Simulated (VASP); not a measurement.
A run of VASP 6.6.1:

The input POSCAR:

```
MgO
1.0
    0.0000000000      2.1907254362      2.1907254362
    2.1907254362      0.0000000000      2.1907254362
    2.1907254362      2.1907254362      0.0000000000
Mg O
1 1
Direct
    0.0000000000      0.0000000000      0.0000000000
    0.2500000000      0.2500000000      0.2500000000
```

Contents of INCAR.step1:

```
SYSTEM = MgO
PREC     = Accurate       ! precision mode
ENCUT    = 660            ! plane-wave cutoff, eV
ISMEAR   = 0              ! smearing method
SIGMA    = 0.01           ! smearing width, eV
LREAL    = .FALSE.        ! projectors in reciprocal space
LASPH    = .TRUE.         ! aspherical terms in the spheres
NELM     = 120            ! most SCF steps
NBANDS   = 11             ! bands
GGA      = PE             ! functional
ALGO     = Normal         ! electronic algorithm
EDIFF    = 1E-5           ! SCF threshold, eV
LWAVE    = .TRUE.         ! write WAVECAR
LCHARG   = .FALSE.        ! write CHGCAR
GGA_COMPAT= .FALSE.
```

File INCAR.step2:

```
SYSTEM = MgO
PREC     = Accurate       ! precision mode
ENCUT    = 660            ! plane-wave cutoff, eV
EDIFF    = 1E-6           ! SCF threshold, eV
ISMEAR   = 0              ! smearing method
SIGMA    = 0.01           ! smearing width, eV
LREAL    = .FALSE.        ! projectors in reciprocal space
LASPH    = .TRUE.         ! aspherical terms in the spheres
NELM     = 120            ! most SCF steps
ALGO     = Normal         ! electronic algorithm
ISIF     = 2              ! what is computed and relaxed
LWAVE    = .FALSE.        ! write WAVECAR
LCHARG   = .FALSE.        ! write CHGCAR
METAGGA  = R2SCAN         ! meta-GGA
LMIXTAU  = .TRUE.       
NBANDS   = 11             ! bands
ISTART   = 1            
GGA_COMPAT= .FALSE.
```

Contents of KPOINTS:

```
regular mesh
0
G
  10 10 10
  0 0 0
```

Potentials or basis: VASP PAW PBE potentials, release 64 (Mg, O).

Launch:

```sh
$ cat potpaw_PBE.64/Mg/POTCAR potpaw_PBE.64/O/POTCAR > POTCAR
$ cp INCAR.step1 INCAR
$ mpirun -np 1 vasp_std > vasp.out
$ cp INCAR.step2 INCAR
$ mpirun -np 1 vasp_std > vasp.out
```

Hardware: 1 thread of Intel(R) Xeon(R) Platinum 8259CL CPU @ 2.50GHz (Skylake/Cascade Lake), on a shared host.

**Question.** How long does it take, and how much memory?

**Answer.** Run time: 59 s on 1 thread of Intel(R) Xeon(R) Platinum 8259CL CPU @ 2.50GHz (Skylake/Cascade Lake), with other jobs on the host, peak memory 0.17 GiB. Counts: k points 47.
